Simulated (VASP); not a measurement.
# Zn (Fm-3m) in VASP: further runs, part 2 of 2

VASP 6.6.1. Earlier steps stand in the parts before.

## (4) Single point, PBEsol

This run uses another cell than the first one, of 14.76 Å³/atom, 1.058 times its volume.

INCAR reads:

```
PREC = Accurate ; ENCUT = 520
EDIFF = 1E-6 ; ISMEAR = -1
SIGMA = 0.15 ; LREAL = False
LASPH = True ; NELM = 80
ALGO = Normal ; ISIF = 2
LWAVE = False ; LCHARG = False
GGA = PS ; NBANDS = 12
```

KPOINTS reads:

```
Automatic mesh
0
Gamma
  13 13 13
```

POSCAR reads:

```
Zn
1.0
    0.0000000000      1.9471537413      1.9471537413
    1.9471537413      0.0000000000      1.9471537413
    1.9471537413      1.9471537413      0.0000000000
Zn
1
Direct
    0.0000000000      0.0000000000      0.0000000000
```

Started as:

```sh
$ cat potpaw_PBE.64/Zn/POTCAR > POTCAR
$ mpirun -np 1 vasp_std > vasp.out
```

Run time: 16 s. Hardware: 1 thread of Intel Xeon 8259CL, shared host; peak memory 0.13 GiB.

Results (log left out):

```yaml
Free_energy: -1.5657 eV
Pressure: -2.9 GPa
Band_gap_on_the_k_mesh: zero (band 6 reaches 4.19 eV, above the bottom of band 7 at 1.96 eV)
```

Levels at points of the mesh, in eV from the Fermi level:
| k point | band 2 | band 3 | band 4 | band 5 | band 6 | band 7 | band 8 | band 9 | band 10 | band 11 |
| --- | --- | --- | --- | --- | --- | --- | --- | --- | --- | --- |
| (0.00, 0.00, 0.00) | -7.66 | -7.66 | -7.66 | -7.26 | -7.26 | 18.62 | 18.62 | 18.62 | 19.12 | 21.37 |

Caveat: the PAW data sets were made with another functional, which shifts forces and pressure a little.

## (5) Single point, PBEsol

This run uses another cell than the first one, of 15.17 Å³/atom, 1.087 times its volume.

INCAR reads:

```
SYSTEM = Zn
ALGO = Normal
EDIFF = 1E-7
ENCUT = 520
GGA = PS
ISIF = 2
ISMEAR = -1
LASPH = .True.
LCHARG = .False.
LREAL = .False.
LWAVE = .False.
NBANDS = 12
NELM = 80
PREC = Accurate
SIGMA = 0.15
```

KPOINTS reads:

```
k-points
0
Gamma
  13 13 13
  0 0 0
```

POSCAR reads:

```
Zn
1.0
    0.0000000000      1.9647760000      1.9647760000
    1.9647760000      0.0000000000      1.9647760000
    1.9647760000      1.9647760000      0.0000000000
Zn
1
Direct
    0.0000000000      0.0000000000      0.0000000000
```

Started as:

```sh
$ cat potpaw_PBE.64/Zn/POTCAR > POTCAR
$ mpirun -np 1 vasp_std > vasp.out
```

Wall time 17 s (1 thread of Intel Xeon 8259CL, shared host); peak memory 0.14 GiB.

The run converged. Its results:

* Free energy: -1.5560 eV
* Pressure: -4.7 GPa
* Band gap on the k mesh: zero (band 6 reaches 4.01 eV, above the bottom of band 7 at 1.73 eV)

Levels at points of the mesh, in eV from the Fermi level:
| k point | band 2 | band 3 | band 4 | band 5 | band 6 | band 7 | band 8 | band 9 | band 10 | band 11 |
| --- | --- | --- | --- | --- | --- | --- | --- | --- | --- | --- |
| (0.00, 0.00, 0.00) | -7.58 | -7.58 | -7.58 | -7.20 | -7.20 | 18.24 | 18.24 | 18.24 | 18.92 | 21.03 |

Caveat: the PAW data sets were made with another functional, which shifts forces and pressure a little.

## (6) Single point, PBEsol

This run uses another cell than the first one, of 15.57 Å³/atom, 1.116 times its volume.

INCAR reads:

```
PREC     = Accurate       # precision mode
ENCUT    = 520            # plane-wave cutoff, eV
EDIFF    = 1E-6           # SCF threshold, eV
ISMEAR   = -1             # smearing method
SIGMA    = 0.15           # smearing width, eV
LREAL    = False          # projectors in reciprocal space
LASPH    = True           # aspherical terms in the spheres
NELM     = 100            # most SCF steps
ALGO     = Normal         # electronic algorithm
ISIF     = 2              # what is computed and relaxed
LWAVE    = False          # write WAVECAR
LCHARG   = False          # write CHGCAR
GGA      = PS             # functional
NBANDS   = 12             # bands
```

KPOINTS reads:

```
regular mesh
0
Gamma
  13 13 13
```

POSCAR reads:

```
Zn
1.0
    0.0000000000      1.9820876938      1.9820876938
    1.9820876938      0.0000000000      1.9820876938
    1.9820876938      1.9820876938      0.0000000000
Zn
1
Direct
    0.0000000000      0.0000000000      0.0000000000
```

Potentials or basis: VASP PAW PBE potentials, release 64 (Zn).

Started as:

```sh
$ cat potpaw_PBE.64/Zn/POTCAR > POTCAR
$ mpirun -np 1 vasp_std > vasp.out
```

OUTCAR:

```text
PREC = Accurate
   ENCUT = 520
   EDIFF = 1E-6
   ISMEAR = -1
   LREAL = False
   LASPH = True
   NELM = 100
   ISIF = 2
   GGA = PS

 ion  position               nearest neighbor table
   1  0.000  0.000  0.000-

  LATTYP: Found a face centered cubic cell.
 ALAT       =     3.9641753876

  Lattice vectors:

 A1 = (   0.0000000000,   1.9820876938,   1.9820876938)
 A2 = (   1.9820876938,   0.0000000000,   1.9820876938)
 A3 = (   1.9820876938,   1.9820876938,   0.0000000000)

Analysis of symmetry for initial positions (statically):
=====================================================================
 Subroutine PRICEL returns:
 Original cell was already a primitive cell.

 Routine SETGRP: Setting up the symmetry group for a
 face centered cubic supercell.

 Subroutine GETGRP returns: Found 48 space group operations
 (whereof 48 operations were pure point group operations)
 out of a pool of 48 trial point group operations.

The static configuration has the point symmetry O_h .

Analysis of symmetry for dynamics (positions and initial velocities):
=====================================================================
 Subroutine PRICEL returns:
 Original cell was already a primitive cell.

 Routine SETGRP: Setting up the symmetry group for a
 face centered cubic supercell.

 Subroutine GETGRP returns: Found 48 space group operations
 (whereof 48 operations were pure point group operations)
 out of a pool of 48 trial point group operations.

The dynamic configuration has the point symmetry O_h .

 Subroutine INISYM returns: Found 48 space group operations
 (whereof 48 operations are pure point group operations),
 and found     1 'primitive' translations

----------------------------------------------------------------------------------------

[... 114 lines left out ...]
   LORBIT       =      0    0 simple, 1 ext, 2 COOP (PROOUT), +10 PAW based schemes
   GGA     = PS    functional components
   LHFCALC =     F    Hartree Fock is set to
   AEXX    =    0.0000 exact exchange contribution
   IVDW    =     0    specifies the selected vdW correction
   LEPSILON=     F    determine dielectric tensor
   LRPA    =     F    only Hartree local field effects (RPA)
 non-spin polarized calculation
  energy-cutoff  :      520.00
  volume of cell :       15.57
 maximum number of plane-waves:       440
 NGX is ok and might be reduce to    24
   NGX = 11   NGY = 11   NGZ = 11

 number of electron      12.0000000 magnetization

 Free energy of the ion-electron system (eV)
  ---------------------------------------------------
  ext. energy  EPLUGINS =         0.00000000
  ---------------------------------------------------
  free energy    TOTEN  =        -1.54219650 eV

  energy without entropy =       -1.51936260  energy(sigma->0) =       -1.53077955

 E-fermi :   2.7229     XC(G=0): -11.5869

 val. band max:        2.6262895775   @ k =  -0.3846   0.4615   0.0769
 cond. band min:       2.7312911283   @ k =  -0.3846   0.3077   0.0000
 fundamental gap:      0.1050015508
 Fermi energy:         2.7229211084

 k-point     1 :       0.0000    0.0000    0.0000
  band No.  band energies     occupation
      1      -7.4334      2.00000
      2      -4.7909      2.00000
      3      -4.7909      2.00000
      4      -4.7909      2.00000
      5      -4.4267      2.00000
      6      -4.4267      2.00000
      7      20.6053      0.00000
      8      20.6053      0.00000
      9      20.6053      0.00000
     10      21.4437      0.00000
     11      23.4260      0.00000
     12      23.4260      0.00000
[... 331 lines left out ...]
 k-point    24 :       0.4615    0.1538    0.0000
  band No.  band energies     occupation
      1      -5.3040      2.00000
      2      -4.8489      2.00000
      3      -4.6495      2.00000
      4      -4.5261      2.00000
      5      -4.1477      2.00000
      6      -1.2137      2.00000
      7       4.2061      0.00010
      8      13.7947      0.00000
      9      14.8086      0.00000
     10      17.3841      0.00000
     11      25.6148      0.00000
     12      26.2334      0.00000

 [... further k-points ...]

------------------------ aborting loop because EDIFF is reached ----------------------------------------

  FORCE on cell =-STRESS in cart. coord.  units (eV):
  Direction    XX          YY          ZZ          XY          YZ          ZX
  --------------------------------------------------------------------------------------
  -------------------------------------------------------------------------------------
  Total       -0.5940051     -0.5940051     -0.5940051     -0.0000000      0.0000000      0.0000000
  in kB      -61.1085779    -61.1085779    -61.1085779     -0.0000000      0.0000000      0.0000000
  external PRESSURE =     -61.1085779 kB  Pullay stress =       0.0000000 kB

 VOLUME and BASIS-vectors are now :
 -----------------------------------------------------------------------------
  energy-cutoff  :      520.00
  volume of cell :       15.57
      direct lattice vectors                 reciprocal lattice vectors
     0.000000000  1.982087694  1.982087694    -0.252259273  0.252259273  0.252259273
     1.982087694  0.000000000  1.982087694     0.252259273 -0.252259273  0.252259273
     1.982087694  1.982087694  0.000000000     0.252259273  0.252259273 -0.252259273

 POSITION                                       TOTAL-FORCE (eV/Angst)
 -----------------------------------------------------------------------------------
      0.00000      0.00000      0.00000         0.000000     -0.000000      0.000000
 -----------------------------------------------------------------------------------
    total drift:                               -0.000000      0.000000     -0.000000

  FREE ENERGIE OF THE ION-ELECTRON SYSTEM (eV)
  ---------------------------------------------------
  free  energy   TOTEN  =        -1.5421964987 eV

  energy  without entropy=       -1.5193625962  energy(sigma->0) =       -1.53077955
```

Run time: 17 s. Hardware: 1 thread of Intel Xeon 8259CL, shared host; peak memory 0.14 GiB.

What came out:

```
Free energy            : -1.5422 eV
Pressure               : -6.1 GPa
Band gap on the k mesh : zero (band 6 reaches 3.83 eV, above the bottom of band 7 at 1.51 eV)
```

Caveat: the PAW data sets were made with another functional, which shifts forces and pressure a little.

## (7) Summary

| cell | gap on the mesh (eV) | pressure (GPa) |
| --- | --- | --- |
| a = 2.702 Å, angles 60.0°, 1 atom | none | 1.8 |
| a = 2.728 Å, angles 60.0°, 1 atom | none | -0.8 |
| a = 2.754 Å, angles 60.0°, 1 atom | none | -2.9 |
| a = 2.779 Å, angles 60.0°, 1 atom | none | -4.7 |
| a = 2.803 Å, angles 60.0°, 1 atom | none | -6.1 |

Alike in all rows: task single point; level PBEsol; potentials or basis VASP PAW PBE potentials, release 64 (Zn); no spin polarisation; k mesh 13 × 13 × 13; cutoff (eV) 520; smearing fermi-dirac 0.15 eV.

Caveats: the PAW data sets were made with another functional, which shifts forces and pressure a little.

Total energies depend on the potentials used, so only differences within one code and one set of settings carry meaning.
